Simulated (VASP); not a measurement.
Input of a VASP 6.6.1 run:

Contents of INCAR:

```
SYSTEM = MgS
PREC = Accurate
ENCUT = 520
EDIFF = 1E-6
ISMEAR = -1
SIGMA = 0.05
LREAL = .False.
LASPH = .True.
NELM = 60
ALGO = Normal
ISIF = 2
LWAVE = .False.
LCHARG = .False.
GGA = B5
ALDAX = 1.0
AGGAX = 1.0
AGGAC = 1.0
ALDAC = 0.0
NBANDS = 11
```

KPOINTS

```
regular mesh
0
Gamma
  5 5 5
  0 0 0
```

The input POSCAR:

```
MgS
1.0
    0.0000000000      2.6016500000      2.6016500000
    2.6016500000      0.0000000000      2.6016500000
    2.6016500000      2.6016500000      0.0000000000
S Mg
1 1
Direct
    0.5000000000      0.5000000000      0.5000000000
    0.0000000000      0.0000000000      0.0000000000
```

Potentials or basis: VASP PAW PBE potentials, release 64 (S, Mg).

Run with:

```bash
$ cat potpaw_PBE.64/S/POTCAR potpaw_PBE.64/Mg/POTCAR > POTCAR
$ mpirun -np 1 vasp_std > vasp.out
```

Question: Estimate the pressure.

Answer: 3.5 GPa.

Question: Estimate the band gap on the k mesh.

Answer: 3.24 eV, indirect (least direct gap 3.88 eV).

Caveat: the PAW data sets were made with another functional, which shifts forces and pressure a little. A hybrid or GW would open this gap; BLYP tends to underestimate it.
